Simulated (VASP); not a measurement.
A run of VASP 6.6.1 is set up as follows.

File POSCAR:

```
Os
1.0
    2.7522071502      0.0000000000      0.0000000000
   -1.3761035751      2.3834813086      0.0000000000
    0.0000000000      0.0000000000      4.3483081185
Os
2
Direct
    0.6666666667      0.3333333333      0.7500000000
    0.3333333333      0.6666666667      0.2500000000
```

Contents of INCAR.step1:

```
SYSTEM = Os
PREC = Accurate
ENCUT = 620
ISMEAR = -1
SIGMA = 0.05
LREAL = .False.
LASPH = .True.
NELM = 120
NBANDS = 23
GGA = PE
ALGO = Normal
EDIFF = 1E-5
LWAVE = .True.
LCHARG = .False.
GGA_COMPAT = .False.
```

INCAR.step2

```
SYSTEM = Os
PREC = Accurate
ENCUT = 620
EDIFF = 1E-6
ISMEAR = -1
SIGMA = 0.05
LREAL = .False.
LASPH = .True.
NELM = 120
ALGO = Normal
ISIF = 2
LWAVE = .False.
LCHARG = .False.
METAGGA = R2SCAN
LMIXTAU = .True.
LUSE_VDW = .True.
IVDW_NL = 2
BPARAM = 11.95
CPARAM = 0.0093
NBANDS = 23
ISTART = 1
GGA_COMPAT = .False.
```

KPOINTS

```
regular mesh
0
Gamma
  11 11 6
  0 0 0
```

Potentials or basis: VASP PAW PBE potentials, release 64 (Os_sv_GW).

Launch:

```bash
$ cat potpaw_PBE.64/Os_sv_GW/POTCAR > POTCAR
$ cp INCAR.step1 INCAR
$ mpirun -np 1 vasp_std > vasp.out
$ cp INCAR.step2 INCAR
$ mpirun -np 1 vasp_std > vasp.out
```

Predict the pressure.

-10.1 GPa.

What does it give for the band gap on the k mesh?

Zero (bands 16 and 17 overlap by 3.95 eV).

Stress tensor (GPa, compression positive):
```
 -9.72   0.00   0.00
  0.00  -9.72   0.00
  0.00   0.00 -10.76
```

Caveat: the cell stands under tension; the PAW data sets were made with another functional, which shifts forces and pressure a little; spin-orbit coupling is left out, which moves the levels of the heavy elements.
